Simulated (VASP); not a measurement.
Here is a VASP 6.6.1 calculation.

File INCAR:

```
PREC = Accurate ; ENCUT = 520
EDIFF = 1E-6 ; ISMEAR = 0
SIGMA = 0.15 ; LREAL = False
LASPH = True ; NELM = 100
ALGO = Normal ; ISIF = 2
LWAVE = False ; LCHARG = False
GGA = PE ; NBANDS = 42
```

Contents of KPOINTS:

```
Automatic mesh
0
Gamma
  2 2 2
```

Contents of POSCAR:

```
AgSn2SeI3
1.0
   10.5472687833      0.0000000000      0.0000000000
   -5.2736343916      9.1342027069      0.0000000000
    0.0000000000      0.0000000000      4.7470555986
Ag Sn Se I
1 2 1 3
Direct
    0.0000000000      0.0000000000      0.0000000000
    0.3333333333      0.6666666667      0.5000000000
    0.6666666667      0.3333333333      0.5000000000
    0.0000000000      0.0000000000      0.5000000000
    0.5000000000      0.0000000000      0.5000000000
    0.0000000000      0.5000000000      0.5000000000
    0.5000000000      0.5000000000      0.5000000000
```

Potentials or basis: VASP PAW PBE potentials, release 64 (Ag, Sn_d, Se, I).

Command:

```console
$ cat potpaw_PBE.64/Ag/POTCAR potpaw_PBE.64/Sn_d/POTCAR potpaw_PBE.64/Se/POTCAR potpaw_PBE.64/I/POTCAR > POTCAR
$ mpirun -np 1 vasp_std > vasp.out
```

Q: Predict the pressure.

A: -0.2 GPa.

Q: Predict the band gap on the k mesh.

A: Zero (band 33 reaches -0.15 eV, above the bottom of band 34 at -0.16 eV).

Stress tensor (GPa, compression positive):
```
-0.34  0.00  0.00
 0.00 -0.34  0.00
 0.00  0.00  0.05
```

Caveat: the k points lie up to 0.66 Å⁻¹ apart; spin-orbit coupling is left out, which moves the levels of the heavy elements.
